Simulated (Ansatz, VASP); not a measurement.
# HfN in VASP and in Ansatz

The input INCAR:

```
SYSTEM = HfN
PREC     = Accurate       ! precision mode
ENCUT    = 520            ! plane-wave cutoff, eV
EDIFF    = 1E-7           ! SCF threshold, eV
ISMEAR   = 0              ! smearing method
SIGMA    = 0.15           ! smearing width, eV
LREAL    = .False.        ! projectors in reciprocal space
LASPH    = .True.         ! aspherical terms in the spheres
NELM     = 60             ! most SCF steps
ALGO     = Normal         ! electronic algorithm
ISIF     = 2              ! what is computed and relaxed
LWAVE    = .False.        ! write WAVECAR
LCHARG   = .True.         ! write CHGCAR
GGA      = PS             ! functional
LELF     = .True.         ! ELF
LVHAR    = .True.       
NBANDS   = 14             ! bands
```

File KPOINTS:

```
regular mesh
0
Gamma
  18 18 18
  0 0 0
```

The input POSCAR:

```
HfN
1.0
    0.0000000000      2.2251150000      2.2251150000
    2.2590000000     -0.0338850000      2.2590000000
    2.2590000000      2.2590000000     -0.0338850000
Hf N
1 1
Direct
    0.0000000000      0.0000000000      0.0000000000
    0.5000000000      0.5000000000      0.5000000000
```

Input for Ansatz:

```yaml
crystal:
  lattice:
    - [0.0, 2.225115, 2.225115]
    - [2.259, -0.033885, 2.259]
    - [2.259, 2.259, -0.033885]
  atoms:
    - { symbol: Hf, position: [0.0, 0.0, 0.0] }
    - { symbol: "N", position: [0.5, 0.5, 0.5] }
basis:
  ecutwfc: 420
kpoints:
  mp_grid: { grid: [18, 18, 18] }
hamiltonian:
  xc: pbesol
scf:
  occupations: { method: gaussian, width: 0.15 }
output:
  forces: true
  stress: true
  eigenvalues: true
```

Change from the starting cell: strain -0.0300 x Voigt [0, 0, 0, 1, 0, 0], atoms carried along.

Alike in both runs: task single point; functional PBEsol; k mesh 18 × 18 × 18; occupations gaussian, width 0.15 eV; no spin polarisation.

```csv
,VASP,Ansatz
version,VASP 6.6.1,Ansatz 0.2.0
potentials or method,"VASP PAW PBE potentials, release 64 (Hf_pv, N), cutoff 520 eV","scalar-relativistic, plane waves, PAW"
valence electrons in the cell,15,31
```

Ansatz gave:

| Item | Value |
| --- | --- |
| gap on the k mesh at the Fermi level (eV) | none |
| pressure (GPa) | -2.9 |
| traceless stress, the component that is largest in VASP (GPa) | 3.64 |

Q: Estimate VASP's values.

A: gap on the k mesh at the Fermi level (eV): none; pressure (GPa): -5.1; traceless stress, the component that is largest in VASP (GPa): 3.69.

VASP's potentials were made for PBE, not for PBEsol. A gap of «none» marks a metal or a gap that the smearing closes. With one functional, cell and mesh, what is left measures potentials, basis and numerics. VASP's potentials hold 15 valence electrons a cell and Ansatz's 31, so a difference there can come from the potentials and not from the codes.

Neither program's run includes spin-orbit coupling.
